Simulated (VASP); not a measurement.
# LiH (Fm-3m) in VASP: a series of runs, part 2 of 3

VASP 6.6.1.

## (3) Vibrations by perturbation theory, PBEsol

INCAR

```
SYSTEM = LiH
PREC = Accurate
ENCUT = 520
EDIFF = 1E-8
ISMEAR = 0
SIGMA = 0.01
LREAL = .False.
LASPH = .True.
NELM = 60
ALGO = Normal
ISIF = 2
LWAVE = .False.
LCHARG = .False.
GGA = PS
IBRION = 8
NSW = 1
LEPSILON = .True.
```

KPOINTS

```
Automatic mesh
0
Gamma
  8 8 8
  0 0 0
```

POSCAR

```
LiH
1.0
    0.0000000000      1.9903724898      1.9903724898
    1.9903724898      0.0000000000      1.9903724898
    1.9903724898      1.9903724898      0.0000000000
Li H
1 1
Direct
    0.0000000000      0.0000000000      0.0000000000
    0.5000000000      0.5000000000      0.5000000000
```

Potentials or basis: VASP PAW PBE potentials, release 64 (Li_sv, H).

Command:

```sh
> cat potpaw_PBE.64/Li_sv/POTCAR potpaw_PBE.64/H/POTCAR > POTCAR
> mpirun -np 1 vasp_std > vasp.out
```

OUTCAR:

```text
SYSTEM = LiH
   PREC = Accurate
   ENCUT = 520
   EDIFF = 1E-8
   ISMEAR = 0
   LREAL = .False.
   LASPH = .True.
   NELM = 60
   ISIF = 2
   GGA = PS
   IBRION = 8
   NSW = 1
   LEPSILON = .True.

 ion  position               nearest neighbor table
   1  0.000  0.000  0.000-
   2  0.500  0.500  0.500-

  LATTYP: Found a face centered cubic cell.
 ALAT       =     3.9807449796

  Lattice vectors:

 A1 = (   0.0000000000,   1.9903724898,   1.9903724898)
 A2 = (   1.9903724898,   0.0000000000,   1.9903724898)
 A3 = (   1.9903724898,   1.9903724898,   0.0000000000)

Analysis of symmetry for initial positions (statically):
=====================================================================
 Subroutine PRICEL returns:
 Original cell was already a primitive cell.

 Routine SETGRP: Setting up the symmetry group for a
 face centered cubic supercell.

 Subroutine GETGRP returns: Found 48 space group operations
 (whereof 48 operations were pure point group operations)
 out of a pool of 48 trial point group operations.

The static configuration has the point symmetry O_h .

Analysis of symmetry for dynamics (positions and initial velocities):
=====================================================================
 Subroutine PRICEL returns:
 Original cell was already a primitive cell.

 Routine SETGRP: Setting up the symmetry group for a
 face centered cubic supercell.

 Subroutine GETGRP returns: Found 48 space group operations
 (whereof 48 operations were pure point group operations)
 out of a pool of 48 trial point group operations.

The dynamic configuration has the point symmetry O_h .

 Subroutine INISYM returns: Found 48 space group operations
 (whereof 48 operations are pure point group operations),
 and found     1 'primitive' translations

----------------------------------------------------------------------------------------

                                     Primitive cell

  volume of cell :      15.7701

  direct lattice vectors                    reciprocal lattice vectors
     0.000000000  1.990372490  1.990372490    -0.251209260  0.251209260  0.251209260
     1.990372490  0.000000000  1.990372490     0.251209260 -0.251209260  0.251209260
     1.990372490  1.990372490  0.000000000     0.251209260  0.251209260 -0.251209260

  length of vectors
     2.814811769  2.814811769  2.814811769     0.435107201  0.435107201  0.435107201
[... 406 lines left out ...]
     0.00000  0.00049  0.00000           (  0.00000  0.00001 -0.00000)
    -0.00000 -0.00000 -0.00025           ( -0.00000 -0.00000  0.00000)

 PIEZOELECTRIC TENSOR FIELD DIRECTION 3  (C/m^2)
 -----------------------------------------------------------------------------
     0.00049  0.00000 -0.00000
     0.00000  0.00049  0.00000
    -0.00000 -0.00000 -0.00025

--------------------------------------- Ionic step        4  -------------------------------------------

------------------------ aborting loop because EDIFF is reached ----------------------------------------

[... ionic steps 5 to 6 ...]

--------------------------------------- Ionic step        7  -------------------------------------------

 Free energy of the ion-electron system (eV)
  ---------------------------------------------------
  ---------------------------------------------------
  free energy    TOTEN  =        -0.01746740 eV

  energy without entropy =       -0.01746740

------------------------ aborting loop because EDIFF is reached ----------------------------------------

 INTERNAL STRAIN TENSOR  FOR ION    2  DIRECTION 1   (eV/Angst):
 -----------------------------------------------------------------------------
     0.00142 -0.00000 -0.00000
     0.00000 -0.00379 -0.00000
    -0.00000 -0.00000 -0.00379

 MACROSCOPIC STATIC DIELECTRIC TENSOR (including local field effects in DFT)
 ------------------------------------------------------
           4.831102     0.000000     0.000000
          -0.000000     4.831102     0.000000
           0.000000     0.000000     4.831102
 ------------------------------------------------------

 PIEZOELECTRIC TENSOR (including local field effects)  for field in x, y, z        (e  Angst)
          XX          YY          ZZ          XY          YZ          ZX
  --------------------------------------------------------------------------------
  x     0.00000     0.00000     0.00000     0.00000     0.00000     0.00000
  y     0.00000     0.00000     0.00000     0.00000     0.00000     0.00000
  z     0.00000     0.00000     0.00000     0.00000     0.00000     0.00000

 PIEZOELECTRIC TENSOR (including local field effects)  for field in x, y, z        (C/m^2)
          XX          YY          ZZ          XY          YZ          ZX
  --------------------------------------------------------------------------------
  x     0.00000     0.00000     0.00000     0.00000     0.00000     0.00000
  y     0.00000     0.00000     0.00000     0.00000     0.00000     0.00000
  z     0.00000     0.00000     0.00000     0.00000     0.00000     0.00000

 BORN EFFECTIVE CHARGES (including local field effects) (in |e|, cummulative output)
 ---------------------------------------------------------------------------------
 ion    1
    1     1.02523    -0.00000     0.00000
    2    -0.00000     1.02523     0.00000
    3     0.00000     0.00000     1.02523
 ion    2
    1    -1.02523     0.00000    -0.00000
    2     0.00000    -1.02523     0.00000
    3    -0.00000    -0.00000    -1.02523

 INTERNAL STRAIN TENSOR FOR ION    2 for displacements in x,y,z  (eV/Angst):
          X           Y           Z          XY          YZ          ZX
  --------------------------------------------------------------------------------
  x     0.00000     0.00000     0.00000     0.00000     0.00000     0.00000
  y     0.00000     0.00000     0.00000     0.00000     0.00000     0.00000
  z     0.00000     0.00000     0.00000     0.00000     0.00000     0.00000

 SECOND DERIVATIVES (NOT SYMMETRIZED)
 ------------------------------------
               1X          1Y          1Z          2X          2Y          2Z
  1X    -1.250173    0.000000    0.000000    1.250173    0.000000    0.000000
  1Y     0.000000   -1.250173    0.000000    0.000000    1.250173    0.000000
  1Z     0.000000    0.000000   -1.250173    0.000000    0.000000    1.250173
  2X     1.254101    0.000000    0.000000   -1.254101    0.000000    0.000000
  2Y     0.000000    1.254101    0.000000    0.000000   -1.254101    0.000000
  2Z     0.000000    0.000000    1.254101    0.000000    0.000000   -1.254101

 Eigenvectors and eigenvalues of the dynamical matrix
 ----------------------------------------------------

   1 f  =   18.710670 THz   117.562606 2PiTHz  624.120769 cm-1    77.381078 meV
             X         Y         Z           dx          dy          dz
      0.000000  0.000000  0.000000     0.352848   -0.000000   -0.000000
      1.990372  1.990372  1.990372    -0.935681   -0.000000   -0.000000
[... 21 lines left out ...]
   6 f/i=    0.009690 THz     0.060882 2PiTHz    0.323214 cm-1     0.040073 meV
             X         Y         Z           dx          dy          dz
      0.000000  0.000000  0.000000    -0.687726    0.566660    0.285357
      1.990372  1.990372  1.990372    -0.259343    0.213689    0.107609

--------------------------------------------------------------------------------------------------------

 MACROSCOPIC STATIC DIELECTRIC TENSOR IONIC CONTRIBUTION
 ------------------------------------------------------
           9.632079    -0.000000     0.000000
          -0.000000     9.632079     0.000000
           0.000000     0.000000     9.632079
 ------------------------------------------------------

 ELASTIC MODULI CONTR FROM IONIC RELAXATION (kBar)
 Direction    XX          YY          ZZ          XY          YZ          ZX
 --------------------------------------------------------------------------------
 XX           0.0000      0.0000      0.0000      0.0000      0.0000      0.0000
 YY           0.0000      0.0000      0.0000      0.0000      0.0000      0.0000
 ZZ           0.0000      0.0000      0.0000      0.0000      0.0000      0.0000
 XY           0.0000      0.0000      0.0000      0.0000      0.0000      0.0000
 YZ           0.0000      0.0000      0.0000      0.0000      0.0000      0.0000
 ZX           0.0000      0.0000      0.0000      0.0000      0.0000      0.0000
 --------------------------------------------------------------------------------

 PIEZOELECTRIC TENSOR IONIC CONTR  for field in x, y, z        (C/m^2)
          XX          YY          ZZ          XY          YZ          ZX
  --------------------------------------------------------------------------------
  x     0.00000     0.00000     0.00000     0.00000     0.00000     0.00000
  y     0.00000     0.00000     0.00000     0.00000     0.00000     0.00000
  z     0.00000     0.00000     0.00000     0.00000     0.00000     0.00000
```

stdout:

```text
POSCAR found type information on POSCAR LiH
 POSCAR found :  2 types and       2 ions
 scaLAPACK will be used
 -----------------------------------------------------------------------------
|                                                                             |
|                                                                             |
[... 39 lines left out ...]
 first order change of Fermi-energy  -0.14151E-04
 force on displaced ion       1 direction 1 :  -1.250   0.000   0.000
 Born effective charge ion    1 direction 1 :   1.022   0.000   0.000
 Linear response progress:
 first order change of Fermi-energy   0.12955E-03
 force on displaced ion       2 direction 1 :  -1.254   0.000   0.000
 Born effective charge ion    2 direction 1 :  -1.028   0.000   0.000
 Born effective charges drift removed
 Linear response finished
```

Run time: 2.1 min. Hardware: 1 thread of AMD EPYC 7R43 (Zen 3), shared host; peak memory 0.11 GiB.

Results:

```
Electronic dielectric tensor (diagonal)                 : 4.83
Born charges (mean of the diagonal)                     : Li +1.03; H -1.03 e
Highest phonon frequency at Γ, LO-TO splitting left out : 624 cm⁻¹
```

Phonon frequencies in cm⁻¹ (negative: imaginary):
```csv
q point,frequencies
"(0.000, 0.000, 0.000)",0 0 0 624 624 624
```

Electronic dielectric tensor:
```
4.83 0.00 0.00
0.00 4.83 0.00
0.00 0.00 4.83
```

Born effective charge tensors (e):
atom 1, Li
```
1.03 0.00 0.00
0.00 1.03 0.00
0.00 0.00 1.03
```
atom 2, H
```
-1.03  0.00  0.00
 0.00 -1.03  0.00
 0.00  0.00 -1.03
```

## (4) Vibrations by perturbation theory, PBEsol (volume scaled by 0.980)

INCAR

```
ALGO = Normal
EDIFF = 1E-8
ENCUT = 520
GGA = PS
IBRION = 8
ISIF = 2
ISMEAR = 0
LASPH = True
LCHARG = True
LREAL = False
LWAVE = False
NELM = 100
NSW = 1
PREC = Accurate
SIGMA = 0.01
```

KPOINTS

```
k-points
0
Gamma
  8 8 8
```

POSCAR

```
LiH
1.0
    0.0000000000      1.9770138827      1.9770138827
    1.9770138827      0.0000000000      1.9770138827
    1.9770138827      1.9770138827      0.0000000000
Li H
1 1
Direct
    0.0000000000      0.0000000000      0.0000000000
    0.5000000000      0.5000000000      0.5000000000
```

Potentials or basis: VASP PAW PBE potentials, release 64 (Li_sv, H).

Command:

```sh
> cat potpaw_PBE.64/Li_sv/POTCAR potpaw_PBE.64/H/POTCAR > POTCAR
> mpirun -np 1 vasp_std > vasp.out
```

OUTCAR:

```text
EDIFF = 1E-8
   ENCUT = 520
   GGA = PS
   IBRION = 8
   ISIF = 2
   ISMEAR = 0
   LASPH = True
   LREAL = False
   NELM = 100
   NSW = 1
   PREC = Accurate

 ion  position               nearest neighbor table
   1  0.000  0.000  0.000-
   2  0.500  0.500  0.500-

  LATTYP: Found a face centered cubic cell.
 ALAT       =     3.9540277654

  Lattice vectors:

 A1 = (   0.0000000000,   1.9770138827,   1.9770138827)
[... 471 lines left out ...]
               1X          1Y          1Z          2X          2Y          2Z
  1X    -1.344630    0.000000    0.000000    1.344630    0.000000    0.000000
  1Y     0.000000   -1.344630    0.000000    0.000000    1.344630    0.000000
  1Z     0.000000    0.000000   -1.344630    0.000000    0.000000    1.344630
  2X     1.336472    0.000000    0.000000   -1.336472    0.000000    0.000000
  2Y     0.000000    1.336472    0.000000    0.000000   -1.336472    0.000000
  2Z     0.000000    0.000000    1.336472    0.000000    0.000000   -1.336472

 Eigenvectors and eigenvalues of the dynamical matrix
 ----------------------------------------------------

   1 f  =   19.326514 THz   121.432070 2PiTHz  644.663122 cm-1    79.928004 meV
             X         Y         Z           dx          dy          dz
      0.000000  0.000000  0.000000     0.000000    0.354276    0.000000
      1.977014  1.977014  1.977014     0.000000   -0.935141    0.000000
[... 21 lines left out ...]
   6 f/i=    0.019483 THz     0.122416 2PiTHz    0.649886 cm-1     0.080576 meV
             X         Y         Z           dx          dy          dz
      0.000000  0.000000  0.000000     0.000000    0.000000    0.935141
      1.977014  1.977014  1.977014     0.000000    0.000000    0.354276

--------------------------------------------------------------------------------------------------------

 ELASTIC MODULI CONTR FROM IONIC RELAXATION (kBar)
 Direction    XX          YY          ZZ          XY          YZ          ZX
 --------------------------------------------------------------------------------
 XX           0.0000      0.0000      0.0000      0.0000      0.0000      0.0000
 YY           0.0000      0.0000      0.0000      0.0000      0.0000      0.0000
 ZZ           0.0000      0.0000      0.0000      0.0000      0.0000      0.0000
 XY           0.0000      0.0000      0.0000      0.0000      0.0000      0.0000
 YZ           0.0000      0.0000      0.0000      0.0000      0.0000      0.0000
 ZX           0.0000      0.0000      0.0000      0.0000      0.0000      0.0000
 --------------------------------------------------------------------------------
```

Wall time 59 s (1 thread of AMD EPYC 7R43 (Zen 3), shared host); peak memory 0.11 GiB.

What came out:

```
Highest phonon frequency at Γ, LO-TO splitting left out : 645 cm⁻¹
```

Phonon frequencies in cm⁻¹ (negative: imaginary):
```tsv
q point	frequencies
(0.000, 0.000, 0.000)	-1 -1 -1 645 645 645
```

(Part 2 of 3 ends here.)
